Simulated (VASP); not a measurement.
A run of VASP 6.6.1 is set up as follows.

The input INCAR:

```
ALGO = Normal
EDIFF = 1E-6
EDIFFG = -0.08
ENCUT = 600
GGA = PE
IBRION = 2
ISIF = 3
ISMEAR = 0
LASPH = True
LCHARG = False
LREAL = False
LWAVE = False
NELM = 100
NSW = 36
PREC = Accurate
SIGMA = 0.2
```

KPOINTS

```
k-points
0
Gamma
  4 4 4
```

POSCAR

```
Zr4Ag
1.0
    4.9806652700      0.0000000000      0.0000000000
   -2.4903326300      4.3133826500      0.0000000000
    0.0000000000      0.0000000000      4.5408211700
Zr Ag
4 1
Direct
    0.6666666700      0.3333333300      0.5000000000
    0.6666666700      0.3333333300      0.0000000000
    0.3333333300      0.6666666700      0.5000000000
    0.0000000000      0.0000000000      0.5000000000
    0.0000000000      0.0000000000      0.0000000000
```

Potentials or basis: VASP PAW PBE potentials, release 64 (Zr_sv, Ag).

Run with:

```bash
$ cat potpaw_PBE.64/Zr_sv/POTCAR potpaw_PBE.64/Ag/POTCAR > POTCAR
$ mpirun -np 1 vasp_std > vasp.out
```

Task: What does it give for the band gap on the k mesh?

Result: Zero (an odd number of electrons rules out a gap without spin polarisation).

Task: What does it give for the relaxed cell?

Result: a = 5.114 Å, b = 5.114 Å, c = 5.538 Å, α = 90.00°, β = 90.00°, γ = 120.00°.

Task: Predict the relaxed volume.

Result: 25.09 Å³/atom.

The path:
| step | energy change (eV) | largest force (eV/Å) | pressure (GPa) | volume (Å³) |
| --- | --- | --- | --- | --- |
| 1 | 0.0000 | 0.0000 | 37.37 | 97.55 |
| 2 | -1.9404 | 0.0000 | -11.07 | 171.53 |
| 3 | -4.3598 | 0.0000 | -2.29 | 129.83 |
| 4 | -4.3704 | 0.0000 | -1.67 | 128.60 |
| 5 | -4.3740 | 0.0000 | -1.05 | 127.44 |
| 6 | -4.3971 | 0.0000 | 0.30 | 124.82 |
| 7 | -4.3971 | 0.0000 | 0.31 | 124.83 |
| 8 | -4.3971 | 0.0000 | 0.28 | 124.88 |
| 9 | -4.3980 | 0.0000 | -0.07 | 125.47 |

Caveat: the k points lie up to 0.35 Å⁻¹ apart in the final cell, too coarse for converged energies and pressures of a metal; the volume moved by over 15 % at a fixed basis, so the end points are rough.
